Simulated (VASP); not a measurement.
Crystal: LiCu.

```
Li Cu
1.0
     2.71917    0.00000    0.00000
     0.00000    2.71917    0.00000
     0.00000    0.00000    3.41132
Li Cu
1 1
Direct
  0.50000 0.50000 0.50000
  0.00000 0.00000 0.00000
```

The cell was generated, and may not be a known phase.

| Property | Result |
| --- | --- |
| Program | VASP 6.6.1 |
| Task | relaxation of cell and atoms |
| Functional | PBE |
| Potentials or basis | VASP PAW PBE potentials, release 64 (Li_sv, Cu) |
| Cutoff | 600 eV |
| k mesh | 20 × 20 × 16 |
| Occupations | gaussian, width 0.1 eV |
| Spin | no spin polarisation |

At the start: pressure 1.2 GPa; volume 12.61 Å³/atom.

How do energy, volume and symmetry change on relaxing?

Over 9 steps the energy falls by 15.6 meV/atom and the volume is 12.93 Å³/atom (+2.5 %); space group P4/mmm (No. 123, to 0.1 Å) before and after.

The path:
| step | energy change (eV) | largest force (eV/Å) | pressure (GPa) | volume (Å³) |
| --- | --- | --- | --- | --- |
| 1 | 0.0000 | 0.0000 | 1.18 | 25.22 |
| 2 | -0.0039 | 0.0000 | 0.49 | 25.56 |
| 3 | -0.0075 | 0.0000 | -0.97 | 26.42 |
| 4 | -0.0113 | 0.0000 | -1.13 | 26.41 |
| 5 | -0.0215 | 0.0000 | -1.03 | 26.36 |
| 6 | -0.0302 | 0.0000 | -0.54 | 26.15 |
| 7 | -0.0304 | 0.0000 | -0.89 | 26.20 |
| 8 | -0.0307 | 0.0000 | 0.56 | 25.56 |
| 9 | -0.0312 | 0.0000 | -0.09 | 25.87 |

Final structure:
```
Li Cu
1.0
     2.59722    0.00000    0.00000
     0.00000    2.59722    0.00000
     0.00000    0.00000    3.83444
Li Cu
1 1
Cartesian
  1.2986 1.2986 1.9172
  0.0000 0.0000 0.0000
```

Caveat: the cutoff is under 1.25 times the usual one of these potentials, so pressure, stress and relaxed cells hold a basis-set (Pulay) error.
